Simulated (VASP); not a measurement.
# Ge (P6_3/mmc) in VASP: notebook

The runs below take Ge through single point, with PBE.

All numbers are computed with VASP 6.6.1; they aren't measurements. Logs are shortened: lines on timing, memory, paths and dates and some standing lists are left out, and cuts for length are marked.

**1. The cell of the first run**

It takes space group P6_3/mmc (No. 194, hexagonal). The conventional cell has a = 3.936 Å, b = 3.936 Å, c = 6.492 Å, α = 90.00°, β = 90.00°, γ = 120.00°. Within 3.2 Å of Ge (site symmetry 3m) lie 4 Ge at 2.42 to 2.43 Å.

**2. Single point, PBE (equal strain along all axes, cell held: -3.0 %, then relaxed in part)**

Input file INCAR:

```
  PREC = Accurate
  ENCUT = 520
  EDIFF = 1E-6
  ISMEAR = 0
  SIGMA = 0.1
  LREAL = False
  LASPH = True
  NELM = 100
  ALGO = Normal
  ISIF = 2
  LWAVE = False
  LCHARG = False
  GGA = PE
  NBANDS = 36
```

Input file KPOINTS:

```
Automatic mesh
0
Gamma
  15 15 8
```

Input file POSCAR:

```
Ge
1.0
    3.9364120069      0.0000000000      0.0000000000
   -1.9682060035      3.4090327978      0.0000000000
    0.0000000000      0.0000000000      6.4917523454
Ge
4
Direct
    0.6666666667      0.3333333333      0.0629690128
    0.3333333333      0.6666666667      0.5629690128
    0.6666666667      0.3333333333      0.4370309872
    0.3333333333      0.6666666667      0.9370309872
```

Potentials or basis: VASP PAW PBE potentials, release 64 (Ge_d).

The run is started by

```
$ cat potpaw_PBE.64/Ge_d/POTCAR > POTCAR
$ mpirun -np 1 vasp_std > vasp.out
```

OUTCAR:

```text
PREC = Accurate
   ENCUT = 520
   EDIFF = 1E-6
   ISMEAR = 0
   LREAL = False
   LASPH = True
   NELM = 100
   ISIF = 2
   GGA = PE

 ion  position               nearest neighbor table
   1  0.667  0.333  0.063-   4 2.42   4 2.42   4 2.42   3 2.43
   2  0.333  0.667  0.563-   3 2.42   3 2.42   3 2.42   4 2.43
   3  0.667  0.333  0.437-   2 2.42   2 2.42   2 2.42   1 2.43
   4  0.333  0.667  0.937-   1 2.42   1 2.42   1 2.42   2 2.43

  LATTYP: Found a hexagonal cell.
 ALAT       =     3.9364120069
 C/A-ratio  =     1.6491546957

  Lattice vectors:

 A1 = (   3.9364120069,   0.0000000000,   0.0000000000)
 A2 = (  -1.9682060035,   3.4090327978,   0.0000000000)
 A3 = (   0.0000000000,   0.0000000000,   6.4917523454)

Analysis of symmetry for initial positions (statically):
=====================================================================
 Subroutine PRICEL returns:
 Original cell was already a primitive cell.

 Routine SETGRP: Setting up the symmetry group for a
 hexagonal supercell.

 Subroutine GETGRP returns: Found 24 space group operations
 (whereof 12 operations were pure point group operations)
 out of a pool of 24 trial point group operations.

The static configuration has the point symmetry D_3d.
 The point group associated with its full space group is D_6h.

Analysis of symmetry for dynamics (positions and initial velocities):
=====================================================================
 Subroutine PRICEL returns:
 Original cell was already a primitive cell.

 Routine SETGRP: Setting up the symmetry group for a
 hexagonal supercell.

 Subroutine GETGRP returns: Found 24 space group operations
 (whereof 12 operations were pure point group operations)
 out of a pool of 24 trial point group operations.

The dynamic configuration has the point symmetry D_3d.
 The point group associated with its full space group is D_6h.

 Subroutine INISYM returns: Found 24 space group operations
 (whereof 12 operations are pure point group operations),
 and found     1 'primitive' translations

----------------------------------------------------------------------------------------

                                     Primitive cell

  volume of cell :      87.1151

  direct lattice vectors                    reciprocal lattice vectors
     3.936412007  0.000000000  0.000000000     0.254038449  0.146669167  0.000000000
    -1.968206003  3.409032798  0.000000000     0.000000000  0.293338334  0.000000000
     0.000000000  0.000000000  6.491752345     0.000000000  0.000000000  0.154041613

  length of vectors
     3.936412007  3.936412007  6.491752345     0.293338334  0.293338334  0.154041613

  position of ions in fractional coordinates (direct lattice)
     0.666666667  0.333333333  0.062969013
     0.333333333  0.666666667  0.562969013
     0.666666667  0.333333333  0.437030987
     0.333333333  0.666666667  0.937030987

  ion indices of the primitive-cell ions
   primitive index   ion index
                 1           1
                 2           2
                 3           3
                 4           4

----------------------------------------------------------------------------------------

 KPOINTS: Automatic mesh

Automatic generation of k-mesh.
 Grid dimensions read from file:
 generate k-points for:   15   15    8

 Generating k-lattice:

  Cartesian coordinates                     Fractional coordinates (reciprocal lattice)
     0.016935897  0.009777944  0.000000000     0.066666667  0.000000000  0.000000000
     0.000000000  0.019555889  0.000000000     0.000000000  0.066666667  0.000000000
     0.000000000  0.000000000  0.019255202     0.000000000  0.000000000  0.125000000

  Length of vectors
     0.019555889  0.019555889  0.019255202

  Shift w.r.t. Gamma in fractional coordinates (k-lattice)
     0.000000000  0.000000000  0.000000000

 Subroutine IBZKPT returns following result:
 ===========================================

 Found    135 irreducible k-points:

 Following reciprocal coordinates:
            Coordinates               Weight
  0.000000  0.000000  0.000000      1.000000
  0.066667  0.000000  0.000000      6.000000
  0.133333  0.000000  0.000000      6.000000
  0.200000  0.000000  0.000000      6.000000
  0.266667  0.000000  0.000000      6.000000
  0.333333  0.000000  0.000000      6.000000
[... 16 lines left out ...]
  0.333333  0.200000  0.000000     12.000000
  0.400000  0.200000  0.000000      6.000000
 [... further k-points ...]
   k-points           NKPTS =    135   k-points in BZ     NKDIM =    135   number of bands    NBANDS=     36
   number of dos      NEDOS =    301   number of ions     NIONS =      4
   total plane-waves  NPLWV =  43200
   dimension x,y,z NGX =    30 NGY =   30 NGZ =   48
   dimension x,y,z NGXF=    60 NGYF=   60 NGZF=   96
   ions per type =               4
   NGX,Y,Z   is equivalent  to a cutoff of  12.67, 12.67, 12.29 a.u.
   NGXF,Y,Z  is equivalent  to a cutoff of  25.34, 25.34, 24.58 a.u.
 SYSTEM =  unknown system
   PREC   = accura    normal or accurate (medium, high low for compatibility)
   ISTART =      0    job   : 0-new  1-cont  2-samecut
   ICHARG =      2    charge: 1-file 2-atom 10-const
   ISPIN  =      1    spin polarized calculation?
   LNONCOLLINEAR =      F non collinear calculations
   LSORBIT =      F    spin-orbit coupling
   LASPH  =      T    aspherical Exc in radial PAW
   ENCUT  =  520.0 eV  38.22 Ry    6.18 a.u.   7.32  7.32 12.07*2*pi/ulx,y,z
   NELM   =    100;   NELMIN=  2; NELMDL= -5     # of ELM steps
   EDIFF  = 0.1E-05   stopping-criterion for ELM
   LREAL  =      F    real-space projection
[... 7 lines left out ...]
   TEBEG  =    0.0;   TEEND  =   0.0 temperature during run
   PSTRESS=    0.0 pullay stress
   NELECT =      56.0000    total number of electrons
   NUPDOWN=      -1.0000    fix difference up-down
   EMIN   =  10.00;   EMAX   =-10.00  energy-range for DOS
   EFERMI =   0.00;   METHOD = LEGACY
   ISMEAR =     0;   SIGMA  =   0.10  broadening in eV -4-tet -1-fermi 0-gaus
   EFERMI_NEDOS =   21; number of points for ismear=-14 and -15
   IALGO  =     38    algorithm
   IMIX   =      4    mixing-type and parameters
     AMIX     =   0.40;   BMIX     =  1.00
     AMIX_MAG =   1.60;   BMIX_MAG =  1.00
  volume/ion in A,a.u.               =      21.78       146.97
  Fermi-wavevector in a.u.,A,eV,Ry     =   1.412883  2.669962 27.160482  1.996239
  Thomas-Fermi vector in A             =   2.534586
   LORBIT       =      0    0 simple, 1 ext, 2 COOP (PROOUT), +10 PAW based schemes
   GGA     = PE    functional components
   LHFCALC =     F    Hartree Fock is set to
   AEXX    =    0.0000 exact exchange contribution
   IVDW    =     0    specifies the selected vdW correction
   LEPSILON=     F    determine dielectric tensor
   LRPA    =     F    only Hartree local field effects (RPA)
 non-spin polarized calculation
 Gauss-broadening in eV      SIGMA  =   0.10
  energy-cutoff  :      520.00
  volume of cell :       87.12
 maximum number of plane-waves:      2382
 NGX is ok and might be reduce to    30
   NGX = 15   NGY = 15   NGZ = 25

 number of electron      55.9999966 magnetization

 Free energy of the ion-electron system (eV)
  ---------------------------------------------------
  ext. energy  EPLUGINS =         0.00000000
  ---------------------------------------------------
  free energy    TOTEN  =       -17.84329836 eV

  energy without entropy =      -17.84300778  energy(sigma->0) =      -17.84315307

 E-fermi :   5.5479     XC(G=0): -10.1061

 val. band max:        5.5284095187   @ k =   0.0000   0.0000   0.1250
 cond. band min:       5.5668218300   @ k =   0.0000   0.0000   0.0000
 fundamental gap:      0.0384123113
 Fermi energy:         5.5479193814

 k-point     1 :       0.0000    0.0000    0.0000
  band No.  band energies     occupation
      1     -19.5399      2.00000
      2     -19.5399      2.00000
      3     -19.4985      2.00000
      4     -19.4961      2.00000
      5     -19.4961      2.00000
      6     -19.4845      2.00000
[... 28 lines left out ...]
     35      10.0852      0.00000
     36      11.6579      0.00000

 k-point     2 :       0.0667    0.0000    0.0000
  band No.  band energies     occupation
      1     -19.5437      2.00000
      2     -19.5410      2.00000
      3     -19.5022      2.00000
      4     -19.4980      2.00000
      5     -19.4962      2.00000
      6     -19.4798      2.00000
[... 28 lines left out ...]
     35      10.2980      0.00000
     36      11.9541      0.00000

 k-point     3 :       0.1333    0.0000    0.0000
  band No.  band energies     occupation
      1     -19.5512      2.00000
      2     -19.5436      2.00000
      3     -19.5095      2.00000
      4     -19.5026      2.00000
      5     -19.4959      2.00000
      6     -19.4714      2.00000
[... 28 lines left out ...]
     35      10.8747      0.00000
     36      11.5089      0.00000

 k-point     4 :       0.2000    0.0000    0.0000
  band No.  band energies     occupation
      1     -19.5578      2.00000
      2     -19.5464      2.00000
      3     -19.5178      2.00000
      4     -19.5079      2.00000
      5     -19.4942      2.00000
      6     -19.4639      2.00000
[... 28 lines left out ...]
     35      11.2599      0.00000
     36      11.6992      0.00000

 k-point     5 :       0.2667    0.0000    0.0000
  band No.  band energies     occupation
      1     -19.5616      2.00000
      2     -19.5484      2.00000
      3     -19.5260      2.00000
      4     -19.5127      2.00000
      5     -19.4901      2.00000
      6     -19.4580      2.00000
[... 655 lines left out ...]
 k-point    22 :       0.2667    0.2000    0.0000
  band No.  band energies     occupation
      1     -19.5624      2.00000
      2     -19.5594      2.00000
      3     -19.5405      2.00000
      4     -19.5337      2.00000
      5     -19.4540      2.00000
      6     -19.4330      2.00000
[... 28 lines left out ...]
     35      11.5387      0.00000
     36      12.6215      0.00000

 k-point    23 :       0.3333    0.2000    0.0000
  band No.  band energies     occupation
      1     -19.5636      2.00000
      2     -19.5576      2.00000
      3     -19.5470      2.00000
      4     -19.5373      2.00000
      5     -19.4407      2.00000
      6     -19.4202      2.00000
[... 28 lines left out ...]
     35      12.1181      0.00000
     36      13.0583      0.00000

 k-point    24 :       0.4000    0.2000    0.0000
  band No.  band energies     occupation
      1     -19.5637      2.00000
      2     -19.5559      2.00000
      3     -19.5504      2.00000
      4     -19.5386      2.00000
      5     -19.4340      2.00000
      6     -19.4101      2.00000
[... 28 lines left out ...]
     35      12.8859      0.00000
     36      13.1599      0.00000

 [... further k-points ...]

------------------------ aborting loop because EDIFF is reached ----------------------------------------

  FORCE on cell =-STRESS in cart. coord.  units (eV):
  Direction    XX          YY          ZZ          XY          YZ          ZX
  --------------------------------------------------------------------------------------
  -------------------------------------------------------------------------------------
  Total        3.5586198      3.5586198      3.7034874     -0.0000000     -0.0000000      0.0000000
  in kB       65.4483205     65.4483205     68.1126506     -0.0000000     -0.0000000      0.0000000
  external PRESSURE =      66.3364305 kB  Pullay stress =       0.0000000 kB

 VOLUME and BASIS-vectors are now :
 -----------------------------------------------------------------------------
  energy-cutoff  :      520.00
  volume of cell :       87.12
      direct lattice vectors                 reciprocal lattice vectors
     3.936412007  0.000000000  0.000000000     0.254038449  0.146669167  0.000000000
    -1.968206003  3.409032798  0.000000000     0.000000000  0.293338334  0.000000000
     0.000000000  0.000000000  6.491752345     0.000000000  0.000000000  0.154041613

 POSITION                                       TOTAL-FORCE (eV/Angst)
 -----------------------------------------------------------------------------------
      1.96821      1.13634      0.40878         0.000000     -0.000000      0.000118
     -0.00000      2.27269      3.65466        -0.000000      0.000000      0.000118
      1.96821      1.13634      2.83710         0.000000     -0.000000     -0.000118
     -0.00000      2.27269      6.08297         0.000000      0.000000     -0.000118
 -----------------------------------------------------------------------------------
    total drift:                               -0.000000      0.000000      0.000000

  FREE ENERGIE OF THE ION-ELECTRON SYSTEM (eV)
  ---------------------------------------------------
  free  energy   TOTEN  =       -17.8432983628 eV

  energy  without entropy=      -17.8430077790  energy(sigma->0) =      -17.84315307
```

It took 2 min on 1 thread of Intel Xeon 6975P-C (Granite Rapids), shared host; peak memory 0.4 GiB.

Results:

| Quantity | Value |
| --- | --- |
| Free energy | -17.8433 eV |
| Pressure | 6.6 GPa |
| Band gap on the k mesh | zero (band 28 reaches 5.57 eV, above the bottom of band 29 at 5.53 eV) |

Levels at points of the mesh, in eV from the Fermi level:
| k point | band 26 | band 27 | band 28 | band 29 | band 30 | band 31 |
| --- | --- | --- | --- | --- | --- | --- |
| (0.00, 0.00, 0.00) | -0.29 | -0.07 | 0.02 | 0.02 | 0.33 | 2.14 |
| (0.00, 0.00, 0.50) | -1.02 | -1.02 | -1.02 | 0.73 | 0.73 | 3.29 |

Caveat: the cell differs from its parent crystal (equal strain along all axes, cell held: -3.0 %, then relaxed in part).

**3. Single point, PBE (equal strain along all axes, cell held: +4.5 %, then relaxed in part)**

Input file INCAR:

```
ALGO = Normal
EDIFF = 1E-6
ENCUT = 520
GGA = PE
ISIF = 2
ISMEAR = 0
LASPH = T
LCHARG = F
LREAL = F
LWAVE = F
NBANDS = 36
NELM = 100
PREC = Accurate
SIGMA = 0.1
```

Input file KPOINTS:

```
k-points
0
Gamma
  15 15 8
```

Input file POSCAR:

```
Ge
1.0
    4.2407737600      0.0000000000      0.0000000000
   -2.1203868800      3.6726178079      0.0000000000
    0.0000000000      0.0000000000      6.9936919597
Ge
4
Direct
    0.6666666667      0.3333333333      0.0624010177
    0.3333333333      0.6666666667      0.5624010177
    0.6666666667      0.3333333333      0.4375989823
    0.3333333333      0.6666666667      0.9375989823
```

Potentials or basis: VASP PAW PBE potentials, release 64 (Ge_d).

The run is started by

```
$ cat potpaw_PBE.64/Ge_d/POTCAR > POTCAR
$ mpirun -np 1 vasp_std > vasp.out
```

It took 2.1 min on 1 thread of Intel Xeon 6975P-C (Granite Rapids), shared host; peak memory 0.48 GiB.

The run converged. Its results:

- Free energy: -17.7295 eV
- Pressure: -5.8 GPa
- Largest force: 0.005 eV/Å
- Band gap on the k mesh: zero (band 28 reaches 3.39 eV, above the bottom of band 29 at 3.19 eV)

Forces on the atoms (eV/Å):
```
Ge   0.000  0.000  0.005
Ge   0.000  0.000  0.005
Ge   0.000  0.000 -0.005
Ge   0.000  0.000 -0.005
```

Levels at points of the mesh, in eV from the Fermi level:
```csv
k point,band 25,band 26,band 27,band 28,band 29,band 30,band 31,band 32
"(0.00, 0.00, 0.00)",-1.20,-1.20,-0.48,-0.08,0.08,0.08,2.26,2.26
"(0.00, 0.00, 0.50)",-0.69,-0.69,-0.69,-0.69,0.18,0.18,3.21,3.21
```

Caveat: the cell differs from its parent crystal (equal strain along all axes, cell held: +4.5 %, then relaxed in part).

**4. Single point, PBE**

This run uses another cell than the first one, of 22.83 Å³/atom, 1.048 times its volume.

Input file INCAR:

```
ALGO = Normal
EDIFF = 1E-6
ENCUT = 520
GGA = PE
ISIF = 2
ISMEAR = 0
LASPH = True
LCHARG = False
LREAL = False
LWAVE = False
NBANDS = 36
NELM = 60
PREC = Accurate
SIGMA = 0.1
```

Input file KPOINTS:

```
k-points
0
Gamma
  6 6 4
```

Input file POSCAR:

```
Ge
1.0
    3.9975858431      0.0000000000      0.0000000000
   -1.9987929216      3.4620108940      0.0000000000
    0.0000000000      0.0000000000      6.5993779500
Ge
4
Direct
    0.6666666700      0.3333333300      0.0629012500
    0.3333333300      0.6666666700      0.5629012500
    0.6666666700      0.3333333300      0.4370987500
    0.3333333300      0.6666666700      0.9370987500
```

The run is started by

```
$ cat potpaw_PBE.64/Ge_d/POTCAR > POTCAR
$ mpirun -np 1 vasp_std > vasp.out
```

It took 50 s on 1 thread of Intel Xeon Platinum 8259CL at 2.50GHz (Skylake/Cascade Lake), shared host; peak memory 0.21 GiB.

It converged, with:

| Property | Result |
| --- | --- |
| Free energy | -17.9275 eV |
| Pressure | 2.9 GPa |
| Largest force | 0.016 eV/Å |
| Band gap on the k mesh | 0.12 eV, direct |

Forces on the atoms (eV/Å):
```
Ge   0.000  0.000  0.016
Ge   0.000  0.000  0.016
Ge   0.000  0.000 -0.016
Ge   0.000  0.000 -0.016
```

Stress tensor (GPa, compression positive):
```
3.12 0.00 0.00
0.00 3.12 0.00
0.00 0.00 2.51
```

Levels at points of the mesh, in eV from the valence-band top:
| k point | band 26 | band 27 | band 28 | band 29 | band 30 | band 31 |
| --- | --- | --- | --- | --- | --- | --- |
| (0.00, 0.00, 0.00) | -0.16 | -0.07 | 0.00 | 0.12 | 0.12 | 2.27 |
| (0.50, 0.00, 0.00) | -3.06 | -2.80 | -1.44 | 0.55 | 1.66 | 3.58 |
| (0.00, 0.00, 0.50) | -0.85 | -0.85 | -0.85 | 0.70 | 0.70 | 3.37 |
| (0.50, 0.00, 0.50) | -2.54 | -2.41 | -2.41 | 0.54 | 0.54 | 2.13 |

**5. Single point, PBE**

This run uses another cell than the first one, of 23.86 Å³/atom, 1.096 times its volume.

Input file INCAR:

```
SYSTEM = Ge
PREC = Accurate
ENCUT = 520
EDIFF = 1E-6
ISMEAR = 0
SIGMA = 0.1
LREAL = .FALSE.
LASPH = .TRUE.
NELM = 80
ALGO = Normal
ISIF = 2
LWAVE = .FALSE.
LCHARG = .FALSE.
GGA = PE
NBANDS = 36
```

Input file KPOINTS:

```
Automatic mesh
0
G
  9 9 5
  0 0 0
```

Input file POSCAR:

```
Ge
1.0
    4.0581567077      0.0000000000      0.0000000000
   -2.0290783538      3.5144668014      0.0000000000
    0.0000000000      0.0000000000      6.6925281932
Ge
4
Direct
    0.6666666667      0.3333333333      0.0627911808
    0.3333333333      0.6666666667      0.5627911808
    0.6666666667      0.3333333333      0.4372088192
    0.3333333333      0.6666666667      0.9372088192
```

The run is started by

```
$ cat potpaw_PBE.64/Ge_d/POTCAR > POTCAR
$ mpirun -np 1 vasp_std > vasp.out
```

Run time: 79 s. Hardware: 1 thread of Intel Xeon Platinum 8259CL at 2.50GHz (Skylake/Cascade Lake), shared host; peak memory 0.24 GiB.

The run converged. Its results:

| Item | Value |
| --- | --- |
| Free energy | -17.9992 eV |
| Pressure | -0.1 GPa |

Stress tensor (GPa, compression positive):
```
-0.02  0.00  0.00
 0.00 -0.02  0.00
 0.00  0.00 -0.11
```

Levels at points of the mesh, in eV from the Fermi level:
```csv
k point,band 25,band 26,band 27,band 28,band 29,band 30,band 31,band 32
"(0.00, 0.00, 0.00)",-1.36,-0.35,-0.14,-0.09,0.16,0.16,2.32,2.32
```

**6. Overview**

| cell | k mesh | gap on the mesh (eV) | pressure (GPa) |
| --- | --- | --- | --- |
| a = 3.936, b = 3.936, c = 6.492 Å, angles 90.0, 90.0, 120.0°, 4 atoms | 15 × 15 × 8 | none | 6.6 |
| a = 4.241, b = 4.241, c = 6.994 Å, angles 90.0, 90.0, 120.0°, 4 atoms | 15 × 15 × 8 | none | -5.8 |
| a = 3.998, b = 3.998, c = 6.599 Å, angles 90.0, 90.0, 120.0°, 4 atoms | 6 × 6 × 4 | 0.12 | 2.9 |
| a = 4.058, b = 4.058, c = 6.693 Å, angles 90.0, 90.0, 120.0°, 4 atoms | 9 × 9 × 5 | - | -0.1 |

Alike in all rows: task single point; level PBE; potentials or basis VASP PAW PBE potentials, release 64 (Ge_d); no spin polarisation; cutoff (eV) 520; smearing gaussian 0.1 eV.

Absolute energies hang on the potentials; compare differences alone.
